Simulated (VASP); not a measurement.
# Hf (P6_3/mmc) in VASP: further runs, part 3 of 3

VASP 6.6.1. The steps go on from the part before.

### 4 Single point, PBE

Contents of INCAR:

```
SYSTEM = Hf
ALGO = Normal
EDIFF = 1E-6
ENCUT = 520
GGA = PE
ISIF = 2
ISMEAR = 0
LASPH = .True.
LCHARG = .False.
LREAL = .False.
LWAVE = .False.
NBANDS = 17
NELM = 100
PREC = Accurate
SIGMA = 0.1
```

Contents of KPOINTS:

```
k-points
0
Gamma
  15 15 8
  0 0 0
```

Contents of POSCAR:

```
Hf
1.0
    3.2048170381      0.0000000000      0.0000000000
   -1.6024085190      2.7754529695      0.0000000000
    0.0000000000      0.0000000000      5.0676933204
Hf
2
Direct
    0.3333333333      0.6666666667      0.2500000000
    0.6666666667      0.3333333333      0.7500000000
```

Potentials or basis: VASP PAW PBE potentials, release 64 (Hf_pv).

Run with:

```sh
$ cat potpaw_PBE.64/Hf_pv/POTCAR > POTCAR
$ mpirun -np 1 vasp_std > vasp.out
```

OUTCAR:

```text
SYSTEM = Hf
   EDIFF = 1E-6
   ENCUT = 520
   GGA = PE
   ISIF = 2
   ISMEAR = 0
   LASPH = .True.
   LREAL = .False.
   NELM = 100
   PREC = Accurate

 ion  position               nearest neighbor table
   1  0.333  0.667  0.250-   2 3.14   2 3.14   2 3.14   2 3.14   2 3.14   2 3.14
   2  0.667  0.333  0.750-   1 3.14   1 3.14   1 3.14   1 3.14   1 3.14   1 3.14

  LATTYP: Found a hexagonal cell.
 ALAT       =     3.2048170381
 C/A-ratio  =     1.5812738325

  Lattice vectors:

 A1 = (   3.2048170381,   0.0000000000,   0.0000000000)
 A2 = (  -1.6024085190,   2.7754529695,   0.0000000000)
 A3 = (   0.0000000000,   0.0000000000,   5.0676933204)

Analysis of symmetry for initial positions (statically):
=====================================================================
 Subroutine PRICEL returns:
 Original cell was already a primitive cell.

 Routine SETGRP: Setting up the symmetry group for a
 hexagonal supercell.

 Subroutine GETGRP returns: Found 24 space group operations
 (whereof 12 operations were pure point group operations)
 out of a pool of 24 trial point group operations.

The static configuration has the point symmetry D_3d.
 The point group associated with its full space group is D_6h.

Analysis of symmetry for dynamics (positions and initial velocities):
=====================================================================
 Subroutine PRICEL returns:
 Original cell was already a primitive cell.

 Routine SETGRP: Setting up the symmetry group for a
 hexagonal supercell.

 Subroutine GETGRP returns: Found 24 space group operations
 (whereof 12 operations were pure point group operations)
 out of a pool of 24 trial point group operations.

The dynamic configuration has the point symmetry D_3d.
 The point group associated with its full space group is D_6h.

 Subroutine INISYM returns: Found 24 space group operations
 (whereof 12 operations are pure point group operations),
 and found     1 'primitive' translations

----------------------------------------------------------------------------------------

                                     Primitive cell

  volume of cell :      45.0762

  direct lattice vectors                    reciprocal lattice vectors
     3.204817038  0.000000000  0.000000000     0.312030293  0.180150774  0.000000000
    -1.602408519  2.775452969  0.000000000     0.000000000  0.360301548  0.000000000
     0.000000000  0.000000000  5.067693320     0.000000000  0.000000000  0.197328437

  length of vectors
     3.204817038  3.204817038  5.067693320     0.360301548  0.360301548  0.197328437

  position of ions in fractional coordinates (direct lattice)
     0.333333333  0.666666667  0.250000000
     0.666666667  0.333333333  0.750000000

  ion indices of the primitive-cell ions
   primitive index   ion index
                 1           1
                 2           2

----------------------------------------------------------------------------------------

 KPOINTS: k-points

Automatic generation of k-mesh.
 Grid dimensions read from file:
 generate k-points for:   15   15    8

 Generating k-lattice:

  Cartesian coordinates                     Fractional coordinates (reciprocal lattice)
     0.020802020  0.012010052  0.000000000     0.066666667  0.000000000  0.000000000
     0.000000000  0.024020103  0.000000000     0.000000000  0.066666667  0.000000000
     0.000000000  0.000000000  0.024666055     0.000000000  0.000000000  0.125000000

  Length of vectors
     0.024020103  0.024020103  0.024666055

  Shift w.r.t. Gamma in fractional coordinates (k-lattice)
     0.000000000  0.000000000  0.000000000

 Subroutine IBZKPT returns following result:
 ===========================================

 Found    135 irreducible k-points:

 Following reciprocal coordinates:
            Coordinates               Weight
  0.000000  0.000000  0.000000      1.000000
  0.066667 -0.000000  0.000000      6.000000
  0.133333  0.000000  0.000000      6.000000
  0.200000  0.000000  0.000000      6.000000
  0.266667  0.000000  0.000000      6.000000
  0.333333  0.000000  0.000000      6.000000
[... 16 lines left out ...]
  0.333333  0.200000  0.000000     12.000000
  0.400000  0.200000  0.000000      6.000000
 [... further k-points ...]
   k-points           NKPTS =    135   k-points in BZ     NKDIM =    135   number of bands    NBANDS=     17
   number of dos      NEDOS =    301   number of ions     NIONS =      2
   total plane-waves  NPLWV =  23040
   dimension x,y,z NGX =    24 NGY =   24 NGZ =   40
   dimension x,y,z NGXF=    48 NGYF=   48 NGZF=   80
   ions per type =               2
   NGX,Y,Z   is equivalent  to a cutoff of  12.45, 12.45, 13.12 a.u.
   NGXF,Y,Z  is equivalent  to a cutoff of  24.90, 24.90, 26.24 a.u.
 SYSTEM =  Hf
   PREC   = accura    normal or accurate (medium, high low for compatibility)
   ISTART =      0    job   : 0-new  1-cont  2-samecut
   ICHARG =      2    charge: 1-file 2-atom 10-const
   ISPIN  =      1    spin polarized calculation?
   LNONCOLLINEAR =      F non collinear calculations
   LSORBIT =      F    spin-orbit coupling
   LASPH  =      T    aspherical Exc in radial PAW
   ENCUT  =  520.0 eV  38.22 Ry    6.18 a.u.   5.96  5.96  9.42*2*pi/ulx,y,z
   NELM   =    100;   NELMIN=  2; NELMDL= -5     # of ELM steps
   EDIFF  = 0.1E-05   stopping-criterion for ELM
   LREAL  =      F    real-space projection
   EDIFFG = 0.1E-04   stopping-criterion for IOM
   NSW    =      0    number of steps for IOM
   IBRION =     -1    ionic relax: 0-MD 1-quasi-New 2-CG
   NFREE  =      0    steps in history (QN), initial steepest desc. (CG)
   ISIF   =      2    stress and relaxation
   ISYM   =      2    0-nonsym 1-usesym 2-fastsym
   POTIM  = 0.5000    time-step for ionic-motion
   TEBEG  =    0.0;   TEEND  =   0.0 temperature during run
   PSTRESS=    0.0 pullay stress
   NELECT =      20.0000    total number of electrons
   NUPDOWN=      -1.0000    fix difference up-down
   EMIN   =  10.00;   EMAX   =-10.00  energy-range for DOS
   EFERMI =   0.00;   METHOD = LEGACY
   ISMEAR =     0;   SIGMA  =   0.10  broadening in eV -4-tet -1-fermi 0-gaus
   EFERMI_NEDOS =   21; number of points for ismear=-14 and -15
   IALGO  =     38    algorithm
   IMIX   =      4    mixing-type and parameters
     AMIX     =   0.40;   BMIX     =  1.00
     AMIX_MAG =   1.60;   BMIX_MAG =  1.00
  volume/ion in A,a.u.               =      22.54       152.09
  Fermi-wavevector in a.u.,A,eV,Ry     =   1.248636  2.359579 21.212716  1.559091
  Thomas-Fermi vector in A             =   2.382713
   LORBIT       =      0    0 simple, 1 ext, 2 COOP (PROOUT), +10 PAW based schemes
   GGA     = PE    functional components
   LHFCALC =     F    Hartree Fock is set to
   AEXX    =    0.0000 exact exchange contribution
   IVDW    =     0    specifies the selected vdW correction
   LEPSILON=     F    determine dielectric tensor
   LRPA    =     F    only Hartree local field effects (RPA)
 non-spin polarized calculation
 Gauss-broadening in eV      SIGMA  =   0.10
  energy-cutoff  :      520.00
  volume of cell :       45.08
 maximum number of plane-waves:      1236
 NGX is ok and might be reduce to    24
   NGX = 11   NGY = 11   NGZ = 19

 number of electron      20.0000005 magnetization

 Free energy of the ion-electron system (eV)
  ---------------------------------------------------
  ext. energy  EPLUGINS =         0.00000000
  ---------------------------------------------------
  free energy    TOTEN  =       -19.85383124 eV

  energy without entropy =      -19.84661936  energy(sigma->0) =      -19.85022530

 E-fermi :   4.8768     XC(G=0): -11.2496

 val. band max:        4.8517297127   @ k =   0.1333   0.0000   0.0000
 cond. band min:       4.9006876175   @ k =   0.1333   0.0667   0.2500
 fundamental gap:      0.0489579048
 Fermi energy:         4.8767943595

 k-point     1 :       0.0000    0.0000    0.0000
  band No.  band energies     occupation
      1     -26.2167      2.00000
      2     -25.4889      2.00000
      3     -25.4889      2.00000
      4     -25.3704      2.00000
      5     -25.3637      2.00000
      6     -25.3637      2.00000
[... 9 lines left out ...]
     16       7.4839      0.00000
     17      10.1593      0.00000
[... 441 lines left out ...]
 k-point    24 :       0.4000    0.2000    0.0000
  band No.  band energies     occupation
      1     -25.9856      2.00000
      2     -25.8460      2.00000
      3     -25.8023      2.00000
      4     -25.7567      2.00000
      5     -25.6321      2.00000
      6     -25.5756      2.00000
[... 9 lines left out ...]
     16      10.7587      0.00000
     17      11.2121      0.00000

 [... further k-points ...]
[... 5 lines left out ...]
  --------------------------------------------------------------------------------------
  -------------------------------------------------------------------------------------
  Total       -0.1145592     -0.1145592     -0.1463380     -0.0000000      0.0000000     -0.0000000
  in kB       -4.0718629     -4.0718629     -5.2014017     -0.0000000      0.0000000     -0.0000000
  external PRESSURE =      -4.4483758 kB  Pullay stress =       0.0000000 kB

 VOLUME and BASIS-vectors are now :
 -----------------------------------------------------------------------------
  energy-cutoff  :      520.00
  volume of cell :       45.08
      direct lattice vectors                 reciprocal lattice vectors
     3.204817038  0.000000000  0.000000000     0.312030293  0.180150774  0.000000000
    -1.602408519  2.775452969  0.000000000     0.000000000  0.360301548  0.000000000
     0.000000000  0.000000000  5.067693320     0.000000000  0.000000000  0.197328437

 POSITION                                       TOTAL-FORCE (eV/Angst)
 -----------------------------------------------------------------------------------
     -0.00000      1.85030      1.26692         0.000000      0.000000      0.000000
      1.60241      0.92515      3.80077        -0.000000      0.000000      0.000000
 -----------------------------------------------------------------------------------
    total drift:                                0.000000     -0.000000      0.000000

  FREE ENERGIE OF THE ION-ELECTRON SYSTEM (eV)
  ---------------------------------------------------
  free  energy   TOTEN  =       -19.8538312375 eV

  energy  without entropy=      -19.8466193627  energy(sigma->0) =      -19.85022530
```

stdout:

```text
POSCAR found type information on POSCAR Hf
 POSCAR found :  1 types and       2 ions
 scaLAPACK will be used
 LDA part: xc-table for (Slater+PW92), standard interpolation
 POSCAR, INCAR and KPOINTS ok, starting setup
 FFT: planning ... GRIDC
 FFT: planning ... GRID_SOFT
 FFT: planning ... GRID
 WAVECAR not read
 entering main loop
```

It took 69 s on 1 thread of AMD EPYC 7R43 (Zen 3), shared host; peak memory 0.19 GiB.

What came out:

```
Free energy            : -19.8538 eV
Pressure               : -0.4 GPa
Band gap on the k mesh : zero (band 10 reaches 6.05 eV, above the bottom of band 11 at 4.43 eV)
```

Caveat: spin-orbit coupling is left out, which moves the levels of the heavy elements.
